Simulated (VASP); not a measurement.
**BaF2: single point with r2SCAN**

The system is BaF2.

```
CELL_PARAMETERS angstrom
0.00000 3.09716 3.09716
3.09716 0.00000 3.09716
3.09716 3.09716 0.00000
ATOMIC_POSITIONS crystal
Ba 0.00000 0.00000 0.00000
F 0.25000 0.25000 0.25000
F 0.75000 0.75000 0.75000
```

- Program: VASP 6.6.1
- Task: single point
- Functional: r2SCAN
- Potentials or basis: VASP PAW PBE potentials, release 64 (Ba_sv, F)
- Cutoff: 660 eV
- k mesh: 6 × 6 × 6
- Occupations: fermi-dirac, width 0.02 eV
- Spin: no spin polarisation

```yaml
Pressure: 0.9 GPa
Band_gap_on_the_k_mesh: 7.36 eV (least direct gap 7.43 eV)
```

Levels at points of the mesh, in eV from the valence-band top:
```csv
k point,band 8,band 9,band 10,band 11,band 12,band 13,band 14,band 15,band 16,band 17
"(0.00, 0.00, 0.00)",-1.47,-1.47,-0.07,-0.07,-0.07,7.36,9.93,9.93,12.30,12.30
"(0.50, 0.00, 0.00)",-1.07,-0.64,-0.34,-0.15,-0.15,9.88,9.88,9.97,10.14,12.50
"(0.50, 0.50, 0.00)",-0.35,-0.35,-0.30,-0.30,-0.12,7.71,9.87,11.42,12.88,12.88
```

It took 98 s on 1 thread of Intel(R) Xeon(R) Platinum 8488C (Sapphire Rapids), on a shared host, peak memory 0.26 GiB.

Caveat: the PAW data sets were made with another functional, which shifts forces and pressure a little; spin-orbit coupling is left out, which moves the levels of the heavy elements. r2SCAN opens gaps a little over a GGA but as a rule still falls short of measured ones.
